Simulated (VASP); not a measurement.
Here is a VASP 6.6.1 calculation.

File INCAR:

```
SYSTEM = Cd2TeSe5
  PREC = Accurate
  ENCUT = 500
  EDIFF = 1E-6
  ISMEAR = 0
  SIGMA = 0.15
  LREAL = .FALSE.
  LASPH = .TRUE.
  NELM = 120
  ALGO = Normal
  ISIF = 2
  LWAVE = .FALSE.
  LCHARG = .TRUE.
  GGA = PE
  LELF = .TRUE.
  LVHAR = .TRUE.
  NBANDS = 40
  GGA_COMPAT = .FALSE.
```

The input KPOINTS:

```
Automatic mesh
0
G
  3 3 1
  0 0 0
```

File POSCAR:

```
Cd2TeSe5
1.0
    5.0160139647     -0.0000000028      0.0000000000
   -2.5080069799      4.3439955206      0.0000000000
    0.0000000000      0.0000000000      9.3836775498
Cd Te Se
2 1 5
Direct
    0.3333333333      0.6666666667      0.0000000000
    0.6666666667      0.3333333333      0.0000000000
    0.0000000000      0.0000000000      0.0000000000
    0.3333333333      0.6666666667      0.3011008520
    0.6666666667      0.3333333333      0.3011008520
    0.6666666667      0.3333333333      0.6988991480
    0.3333333333      0.6666666667      0.6988991480
    0.0000000000      0.0000000000      0.5000000000
```

Potentials or basis: VASP PAW PBE potentials, release 64 (Cd, Te, Se).

Run with:

```bash
$ cat potpaw_PBE.64/Cd/POTCAR potpaw_PBE.64/Te/POTCAR potpaw_PBE.64/Se/POTCAR > POTCAR
$ mpirun -np 1 vasp_std > vasp.out
```

(1) What does it give for the band gap on the k mesh?

(2) Predict the largest force.

Results:

(1) zero (bands 30 and 31 overlap by 0.06 eV).

(2) 0.058 eV/Å.

Caveat: the k points lie up to 0.67 Å⁻¹ apart; semilocal functionals underestimate gaps, so a narrow gap can read as zero; spin-orbit coupling is left out, which moves the levels of the heavy elements.
